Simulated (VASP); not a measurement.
# CdI2 (P-3m1) in VASP: a series of runs

Runs on CdI2. Level: PBE. Tasks: single point.

Everything below comes from runs of VASP 6.6.1. Logs are shortened: lines on timing, memory, paths and dates and some standing lists are left out, and cuts for length are marked.

**1. The cell of the first run**

It takes space group P-3m1 (No. 164, trigonal). Conventional cell: a = 4.117 Å, b = 4.117 Å, c = 6.859 Å, α = 90.00°, β = 90.00°, γ = 120.00°. Cd (site symmetry -3m) has 6 I at 2.93 Å within 3.9 Å. I (site symmetry 3m) has 3 Cd at 2.93 Å within 3.9 Å.

**2. Single point, PBE**

File INCAR:

```
PREC = Accurate ; ENCUT = 500
EDIFF = 1E-6 ; ISMEAR = -1
SIGMA = 0.05 ; LREAL = F
LASPH = T ; NELM = 120
ALGO = Normal ; ISIF = 2
LWAVE = F ; LCHARG = F
GGA = PE ; NBANDS = 20
GGA_COMPAT = F
```

File KPOINTS:

```
regular mesh
0
Gamma
  6 6 4
```

File POSCAR:

```
CdI2
1.0
    4.1166800000      0.0000000000      0.0000000000
   -2.0583400000      3.5651496400      0.0000000000
    0.0000000000      0.0000000000      6.8590000000
Cd I
1 2
Direct
    0.0000000000      0.0000000000      0.0000000000
    0.3333333333      0.6666666667      0.2492000000
    0.6666666667      0.3333333333      0.7508000000
```

Potentials or basis: VASP PAW PBE potentials, release 64 (Cd, I).

On the command line:

```bash
> cat potpaw_PBE.64/Cd/POTCAR potpaw_PBE.64/I/POTCAR > POTCAR
> mpirun -np 1 vasp_std > vasp.out
```

OUTCAR:

```text
PREC = Accurate
   ENCUT = 500
   EDIFF = 1E-6
   ISMEAR = -1
   LREAL = F
   LASPH = T
   NELM = 120
   ISIF = 2
   GGA = PE

 ion  position               nearest neighbor table
   1  0.000  0.000  0.000-   2 2.93   3 2.93   3 2.93   2 2.93   3 2.93   2 2.93
   2  0.333  0.667  0.249-   1 2.93   1 2.93   1 2.93
   3  0.667  0.333  0.751-   1 2.93   1 2.93   1 2.93

  LATTYP: Found a hexagonal cell.
 ALAT       =     4.1166800000
 C/A-ratio  =     1.6661484497

  Lattice vectors:

 A1 = (   4.1166800000,   0.0000000000,   0.0000000000)
 A2 = (  -2.0583400000,   3.5651496400,   0.0000000000)
 A3 = (   0.0000000000,   0.0000000000,   6.8590000000)

Analysis of symmetry for initial positions (statically):
=====================================================================
 Subroutine PRICEL returns:
 Original cell was already a primitive cell.

 Routine SETGRP: Setting up the symmetry group for a
 hexagonal supercell.

 Subroutine GETGRP returns: Found 12 space group operations
 (whereof 12 operations were pure point group operations)
 out of a pool of 24 trial point group operations.

The static configuration has the point symmetry D_3d.

Analysis of symmetry for dynamics (positions and initial velocities):
=====================================================================
 Subroutine PRICEL returns:
 Original cell was already a primitive cell.

 Routine SETGRP: Setting up the symmetry group for a
 hexagonal supercell.

 Subroutine GETGRP returns: Found 12 space group operations
 (whereof 12 operations were pure point group operations)
 out of a pool of 24 trial point group operations.

The dynamic configuration has the point symmetry D_3d.

 Subroutine INISYM returns: Found 12 space group operations
 (whereof 12 operations are pure point group operations),
 and found     1 'primitive' translations

----------------------------------------------------------------------------------------

                                     Primitive cell

  volume of cell :     100.6667

  direct lattice vectors                    reciprocal lattice vectors
     4.116680000  0.000000000  0.000000000     0.242914193  0.140246568  0.000000000
    -2.058340000  3.565149640  0.000000000     0.000000000  0.280493135  0.000000000
     0.000000000  0.000000000  6.859000000     0.000000000  0.000000000  0.145793847

  length of vectors
     4.116680000  4.116680157  6.859000000     0.280493146  0.280493135  0.145793847

  position of ions in fractional coordinates (direct lattice)
     0.000000000  0.000000000  0.000000000
     0.333333333  0.666666667  0.249200000
     0.666666667  0.333333333  0.750800000

  ion indices of the primitive-cell ions
   primitive index   ion index
                 1           1
                 2           2
                 3           3

----------------------------------------------------------------------------------------

 KPOINTS: regular mesh

Automatic generation of k-mesh.
 Grid dimensions read from file:
 generate k-points for:    6    6    4

 Generating k-lattice:

  Cartesian coordinates                     Fractional coordinates (reciprocal lattice)
     0.040485699  0.023374428  0.000000000     0.166666667 -0.000000000  0.000000000
     0.000000000  0.046748856  0.000000000     0.000000000  0.166666667  0.000000000
     0.000000000  0.000000000  0.036448462     0.000000000  0.000000000  0.250000000

  Length of vectors
     0.046748858  0.046748856  0.036448462

  Shift w.r.t. Gamma in fractional coordinates (k-lattice)
     0.000000000  0.000000000  0.000000000

 Subroutine IBZKPT returns following result:
 ===========================================

 Found     24 irreducible k-points:

 Following reciprocal coordinates:
            Coordinates               Weight
  0.000000  0.000000  0.000000      1.000000
  0.166667 -0.000000  0.000000      6.000000
  0.333333  0.000000  0.000000      6.000000
  0.500000 -0.000000  0.000000      3.000000
  0.166667  0.166667  0.000000      6.000000
  0.333333  0.166667  0.000000     12.000000
[... 16 lines left out ...]
  0.333333  0.166667  0.500000     12.000000
  0.333333  0.333333  0.500000      2.000000
   k-points           NKPTS =     24   k-points in BZ     NKDIM =     24   number of bands    NBANDS=     20
   number of dos      NEDOS =    301   number of ions     NIONS =      3
   total plane-waves  NPLWV =  45000
   dimension x,y,z NGX =    30 NGY =   30 NGZ =   50
   dimension x,y,z NGXF=    60 NGYF=   60 NGZF=  100
   ions per type =               1   2
   NGX,Y,Z   is equivalent  to a cutoff of  12.12, 12.12, 12.12 a.u.
   NGXF,Y,Z  is equivalent  to a cutoff of  24.23, 24.23, 24.24 a.u.
 SYSTEM =  unknown system
   PREC   = accura    normal or accurate (medium, high low for compatibility)
   ISTART =      0    job   : 0-new  1-cont  2-samecut
   ICHARG =      2    charge: 1-file 2-atom 10-const
   ISPIN  =      1    spin polarized calculation?
   LNONCOLLINEAR =      F non collinear calculations
   LSORBIT =      F    spin-orbit coupling
   LASPH  =      T    aspherical Exc in radial PAW
   ENCUT  =  500.0 eV  36.75 Ry    6.06 a.u.   7.51  7.51 12.51*2*pi/ulx,y,z
   NELM   =    120;   NELMIN=  2; NELMDL= -5     # of ELM steps
   EDIFF  = 0.1E-05   stopping-criterion for ELM
   LREAL  =      F    real-space projection
   EDIFFG = 0.1E-04   stopping-criterion for IOM
   NSW    =      0    number of steps for IOM
   IBRION =     -1    ionic relax: 0-MD 1-quasi-New 2-CG
   NFREE  =      0    steps in history (QN), initial steepest desc. (CG)
   ISIF   =      2    stress and relaxation
   ISYM   =      2    0-nonsym 1-usesym 2-fastsym
   POTIM  = 0.5000    time-step for ionic-motion
   TEBEG  =    0.0;   TEEND  =   0.0 temperature during run
   PSTRESS=    0.0 pullay stress
   NELECT =      26.0000    total number of electrons
   NUPDOWN=      -1.0000    fix difference up-down
   EMIN   =  10.00;   EMAX   =-10.00  energy-range for DOS
   EFERMI =   0.00;   METHOD = LEGACY
   ISMEAR =    -1;   SIGMA  =   0.05  broadening in eV -4-tet -1-fermi 0-gaus
   EFERMI_NEDOS =   21; number of points for ismear=-14 and -15
   IALGO  =     38    algorithm
   IMIX   =      4    mixing-type and parameters
     AMIX     =   0.40;   BMIX     =  1.00
     AMIX_MAG =   1.60;   BMIX_MAG =  1.00
  volume/ion in A,a.u.               =      33.56       226.44
  Fermi-wavevector in a.u.,A,eV,Ry     =   1.042567  1.970166 14.788803  1.086946
  Thomas-Fermi vector in A             =   2.177238
   LORBIT       =      0    0 simple, 1 ext, 2 COOP (PROOUT), +10 PAW based schemes
   GGA     = PE    functional components
   LHFCALC =     F    Hartree Fock is set to
   AEXX    =    0.0000 exact exchange contribution
   IVDW    =     0    specifies the selected vdW correction
   LEPSILON=     F    determine dielectric tensor
   LRPA    =     F    only Hartree local field effects (RPA)
 non-spin polarized calculation
  energy-cutoff  :      500.00
  volume of cell :      100.67
 maximum number of plane-waves:      2587
   NGX = 15   NGY = 15   NGZ = 25

 number of electron      25.9999994 magnetization

 Free energy of the ion-electron system (eV)
  ---------------------------------------------------
  ext. energy  EPLUGINS =         0.00000000
  ---------------------------------------------------
  free energy    TOTEN  =        -5.34990810 eV

  energy without entropy =       -5.34990810  energy(sigma->0) =       -5.34990810

 E-fermi :   3.7754     XC(G=0):  -8.8448

 val. band max:        2.7058993376   @ k =   0.0000   0.0000   0.5000
 cond. band min:       5.0275281337   @ k =   0.5000  -0.0000   0.5000
 fundamental gap:      2.3216287961
 Fermi energy:         3.7753996796

 k-point     1 :       0.0000    0.0000    0.0000
  band No.  band energies     occupation
      1      -9.8179      2.00000
      2      -9.0273      2.00000
      3      -5.1095      2.00000
      4      -5.1095      2.00000
      5      -4.9851      2.00000
      6      -4.8716      2.00000
[... 12 lines left out ...]
     19      11.8867      0.00000
     20      11.8934      0.00000

 k-point     2 :       0.1667   -0.0000    0.0000
  band No.  band energies     occupation
      1      -9.6577      2.00000
      2      -8.9966      2.00000
      3      -5.0857      2.00000
      4      -5.0423      2.00000
      5      -4.9459      2.00000
      6      -4.8781      2.00000
[... 12 lines left out ...]
     19      10.8378      0.00000
     20      11.7249      0.00000

 k-point     3 :       0.3333    0.0000    0.0000
  band No.  band energies     occupation
      1      -9.2848      2.00000
      2      -8.9474      2.00000
      3      -5.0634      2.00000
      4      -4.9853      2.00000
      5      -4.8837      2.00000
      6      -4.8250      2.00000
[... 12 lines left out ...]
     19      11.3408      0.00000
     20      11.7861      0.00000

 k-point     4 :       0.5000   -0.0000    0.0000
  band No.  band energies     occupation
      1      -9.0035      2.00000
      2      -8.9902      2.00000
      3      -5.0641      2.00000
      4      -4.9996      2.00000
      5      -4.8745      2.00000
      6      -4.7902      2.00000
[... 12 lines left out ...]
     19      11.9341      0.00000
     20      12.2093      0.00000

 k-point     5 :       0.1667    0.1667    0.0000
  band No.  band energies     occupation
      1      -9.3896      2.00000
      2      -8.9547      2.00000
      3      -5.0625      2.00000
      4      -4.9605      2.00000
      5      -4.9050      2.00000
      6      -4.8427      2.00000
[... 12 lines left out ...]
     19       9.8755      0.00000
     20      12.2007      0.00000

 k-point     6 :       0.3333    0.1667    0.0000
  band No.  band energies     occupation
      1      -9.0624      2.00000
      2      -8.9340      2.00000
      3      -5.0259      2.00000
      4      -4.9587      2.00000
      5      -4.8681      2.00000
      6      -4.8151      2.00000
[... 12 lines left out ...]
     19      11.2546      0.00000
     20      11.9775      0.00000

 k-point     7 :       0.3333    0.3333    0.0000
  band No.  band energies     occupation
      1      -8.9360      2.00000
      2      -8.9360      2.00000
      3      -4.9266      2.00000
      4      -4.9266      2.00000
      5      -4.8427      2.00000
      6      -4.8199      2.00000
[... 12 lines left out ...]
     19      11.1336      0.00000
     20      11.1336      0.00000
[... 277 lines left out ...]
 k-point    20 :       0.3333    0.0000    0.5000
  band No.  band energies     occupation
      1      -9.1795      2.00000
      2      -9.0579      2.00000
      3      -5.0647      2.00000
      4      -4.9933      2.00000
      5      -4.8784      2.00000
      6      -4.8251      2.00000
[... 12 lines left out ...]
     19      12.1299      0.00000
     20      12.2481      0.00000

 k-point    21 :       0.5000   -0.0000    0.5000
  band No.  band energies     occupation
      1      -9.0659      2.00000
      2      -8.9178      2.00000
      3      -5.0659      2.00000
      4      -5.0056      2.00000
      5      -4.8652      2.00000
      6      -4.7902      2.00000
[... 12 lines left out ...]
     19      12.0812      0.00000
     20      12.5452      0.00000

 k-point    22 :       0.1667    0.1667    0.5000
  band No.  band energies     occupation
      1      -9.2517      2.00000
      2      -9.1073      2.00000
      3      -5.0569      2.00000
      4      -4.9797      2.00000
      5      -4.9018      2.00000
      6      -4.8642      2.00000
[... 12 lines left out ...]
     19      10.7561      0.00000
     20      11.5600      0.00000

 k-point    23 :       0.3333    0.1667    0.5000
  band No.  band energies     occupation
      1      -9.0331      2.00000
      2      -8.9594      2.00000
      3      -5.0161      2.00000
      4      -4.9624      2.00000
      5      -4.8633      2.00000
      6      -4.8160      2.00000
[... 12 lines left out ...]
     19      10.7743      0.00000
     20      12.3353      0.00000

 k-point    24 :       0.3333    0.3333    0.5000
  band No.  band energies     occupation
      1      -8.9352      2.00000
      2      -8.9352      2.00000
      3      -4.9193      2.00000
      4      -4.9193      2.00000
      5      -4.8402      2.00000
      6      -4.8116      2.00000
[... 12 lines left out ...]
     19      11.8184      0.00000
     20      11.8197      0.00000

------------------------ aborting loop because EDIFF is reached ----------------------------------------

  FORCE on cell =-STRESS in cart. coord.  units (eV):
  Direction    XX          YY          ZZ          XY          YZ          ZX
  --------------------------------------------------------------------------------------
  -------------------------------------------------------------------------------------
  Total        3.1501101      3.1501104      2.5857034     -0.0000000      0.0000000     -0.0000000
  in kB       50.1361104     50.1361155     41.1532004     -0.0000000      0.0000000     -0.0000000
  external PRESSURE =      47.1418088 kB  Pullay stress =       0.0000000 kB

 VOLUME and BASIS-vectors are now :
 -----------------------------------------------------------------------------
  energy-cutoff  :      500.00
  volume of cell :      100.67
      direct lattice vectors                 reciprocal lattice vectors
     4.116680000  0.000000000  0.000000000     0.242914193  0.140246568  0.000000000
    -2.058340000  3.565149640  0.000000000     0.000000000  0.280493135  0.000000000
     0.000000000  0.000000000  6.859000000     0.000000000  0.000000000  0.145793847

 POSITION                                       TOTAL-FORCE (eV/Angst)
 -----------------------------------------------------------------------------------
      0.00000      0.00000      0.00000         0.000000      0.000000      0.000000
     -0.00000      2.37677      1.70926         0.000000     -0.000000      0.467620
      2.05834      1.18838      5.14974        -0.000000      0.000000     -0.467620
 -----------------------------------------------------------------------------------
    total drift:                                0.000000     -0.000000      0.000000

  FREE ENERGIE OF THE ION-ELECTRON SYSTEM (eV)
  ---------------------------------------------------
  free  energy   TOTEN  =        -5.3499081009 eV

  energy  without entropy=       -5.3499081008  energy(sigma->0) =       -5.34990810
```

It took 28 s on 1 thread of AMD EPYC 7R13 (Zen 3), shared host; peak memory 0.19 GiB.

Results:

* Free energy: -5.3499 eV
* Pressure: 4.7 GPa
* Largest force: 0.468 eV/Å
* Band gap on the k mesh: 2.32 eV, indirect (least direct gap 2.75 eV)

Forces on the atoms (eV/Å):
```
Cd   0.000  0.000  0.000
I    0.000  0.000  0.468
I    0.000  0.000 -0.468
```

Levels at points of the mesh, in eV from the valence-band top:
```tsv
k point	band 9	band 10	band 11	band 12	band 13	band 14	band 15	band 16	band 17	band 18
(0.00, 0.00, 0.00)	-0.37	-0.35	-0.35	-0.15	-0.15	2.68	4.46	6.39	6.39	8.17
(0.50, 0.00, 0.00)	-3.20	-2.33	-1.69	-0.89	-0.20	2.66	4.89	5.73	6.49	7.43
(0.00, 0.00, 0.50)	-1.95	-0.48	-0.48	0.00	0.00	3.90	4.53	6.19	6.19	7.72
(0.50, 0.00, 0.50)	-3.63	-1.52	-1.49	-0.66	-0.53	2.32	4.74	5.59	6.36	7.31
```

Caveat: spin-orbit coupling is left out, which moves the levels of the heavy elements; this functional lacks dispersion, which binds the layers, so the pressure and a relaxed spacing across them are unreliable.

**3. Single point, PBE**

This run uses another cell than the first one, of 34.60 Å³/atom, 1.031 times its volume.

File INCAR:

```
ALGO = Normal
EDIFF = 1E-6
ENCUT = 500
GGA = PE
GGA_COMPAT = F
ISIF = 2
ISMEAR = -1
LASPH = T
LCHARG = F
LREAL = F
LWAVE = F
NBANDS = 20
NELM = 120
PREC = Accurate
SIGMA = 0.05
```

File KPOINTS:

```
k-points
0
Gamma
  6 6 4
```

File POSCAR:

```
CdI2
1.0
    4.1803400000      0.0000000000      0.0000000000
   -2.0901700000      3.6202808200      0.0000000000
    0.0000000000      0.0000000000      6.8590000000
Cd I
1 2
Direct
    0.0000000000      0.0000000000      0.0000000000
    0.3333333333      0.6666666667      0.2492000000
    0.6666666667      0.3333333333      0.7508000000
```

Potentials or basis: VASP PAW PBE potentials, release 64 (Cd, I).

On the command line:

```bash
> cat potpaw_PBE.64/Cd/POTCAR potpaw_PBE.64/I/POTCAR > POTCAR
> mpirun -np 1 vasp_std > vasp.out
```

Run time: 27 s. Hardware: 1 thread of AMD EPYC 7R13 (Zen 3), shared host; peak memory 0.19 GiB.

It converged, with:

```yaml
Free_energy: -5.4317 eV
Pressure: 3.2 GPa
Largest_force: 0.295 eV/Å
Band_gap_on_the_k_mesh: 2.37 eV, indirect (least direct gap 2.73 eV)
```

Forces on the atoms (eV/Å):
```
Cd   0.000  0.000  0.000
I    0.000  0.000  0.295
I    0.000  0.000 -0.295
```

Stress tensor (GPa, compression positive):
```
3.39 0.00 0.00
0.00 3.39 0.00
0.00 0.00 2.97
```

Levels at points of the mesh, in eV from the valence-band top:
```csv
k point,band 11,band 12,band 13,band 14,band 15,band 16
"(0.00, 0.00, 0.00)",-0.24,-0.15,-0.15,2.59,4.46,6.37
"(0.50, 0.00, 0.00)",-1.60,-0.79,-0.16,2.68,4.96,5.85
"(0.00, 0.00, 0.50)",-0.45,0.00,0.00,3.76,4.52,6.16
"(0.50, 0.00, 0.50)",-1.35,-0.57,-0.48,2.36,4.86,5.72
```

Caveat: spin-orbit coupling is left out, which moves the levels of the heavy elements; this functional lacks dispersion, which binds the layers, so the pressure and a relaxed spacing across them are unreliable. A k mesh can miss the band edges.

**4. Single point, PBE**

This run uses another cell than the first one, of 35.66 Å³/atom, 1.063 times its volume.

File INCAR:

```
ALGO = Normal ; EDIFF = 1E-6
ENCUT = 500 ; GGA = PE
GGA_COMPAT = F ; ISIF = 2
ISMEAR = -1 ; LASPH = T
LCHARG = F ; LREAL = F
LWAVE = F ; NBANDS = 20
NELM = 120 ; PREC = Accurate
SIGMA = 0.05
```

KPOINTS is that of step 3.

File POSCAR:

```
CdI2
1.0
    4.2440000000      0.0000000000      0.0000000000
   -2.1220000000      3.6754120000      0.0000000000
    0.0000000000      0.0000000000      6.8590000000
Cd I
1 2
Direct
    0.0000000000      0.0000000000      0.0000000000
    0.3333333333      0.6666666667      0.2492000000
    0.6666666667      0.3333333333      0.7508000000
```

On the command line:

```bash
> cat potpaw_PBE.64/Cd/POTCAR potpaw_PBE.64/I/POTCAR > POTCAR
> mpirun -np 1 vasp_std > vasp.out
```

It took 29 s on 1 thread of AMD EPYC 7R13 (Zen 3), shared host; peak memory 0.2 GiB.

It converged, with:

| Quantity | Value |
| --- | --- |
| Free energy | -5.4848 eV |
| Pressure | 2.0 GPa |
| Largest force | 0.143 eV/Å |
| Band gap on the k mesh | 2.39 eV, indirect (least direct gap 2.61 eV) |

Forces on the atoms (eV/Å):
```
Cd   0.000  0.000  0.000
I    0.000  0.000  0.143
I    0.000  0.000 -0.143
```

Levels at points of the mesh, in eV from the valence-band top:
| k point | band 11 | band 12 | band 13 | band 14 | band 15 | band 16 |
| --- | --- | --- | --- | --- | --- | --- |
| (0.00, 0.00, 0.00) | -0.15 | -0.15 | -0.12 | 2.49 | 4.47 | 6.34 |
| (0.50, 0.00, 0.00) | -1.52 | -0.69 | -0.12 | 2.68 | 5.01 | 5.95 |
| (0.00, 0.00, 0.50) | -0.42 | 0.00 | 0.00 | 3.61 | 4.51 | 6.13 |
| (0.50, 0.00, 0.50) | -1.21 | -0.49 | -0.44 | 2.39 | 4.95 | 5.83 |

Caveat: spin-orbit coupling is left out, which moves the levels of the heavy elements; this functional lacks dispersion, which binds the layers, so the pressure and a relaxed spacing across them are unreliable. PBE gaps usually lie below the measured ones, often by a third to a half.

**5. Overview**

| cell | gap on the mesh (eV) | pressure (GPa) | largest force (eV/Å) |
| --- | --- | --- | --- |
| a = 4.117, b = 4.117, c = 6.859 Å, angles 90.0, 90.0, 120.0°, 3 atoms | 2.32 | 4.7 | 0.47 |
| a = 4.180, b = 4.180, c = 6.859 Å, angles 90.0, 90.0, 120.0°, 3 atoms | 2.37 | 3.2 | 0.29 |
| a = 4.244, b = 4.244, c = 6.859 Å, angles 90.0, 90.0, 120.0°, 3 atoms | 2.39 | 2.0 | 0.14 |

Alike in all rows: task single point; level PBE; potentials or basis VASP PAW PBE potentials, release 64 (Cd, I); no spin polarisation; k mesh 6 × 6 × 4; cutoff (eV) 500; smearing fermi-dirac 0.05 eV.

Caveats: spin-orbit coupling is left out, which moves the levels of the heavy elements; this functional lacks dispersion, which binds the layers, so the pressure and a relaxed spacing across them are unreliable.

Absolute energies hang on the potentials; compare differences alone.
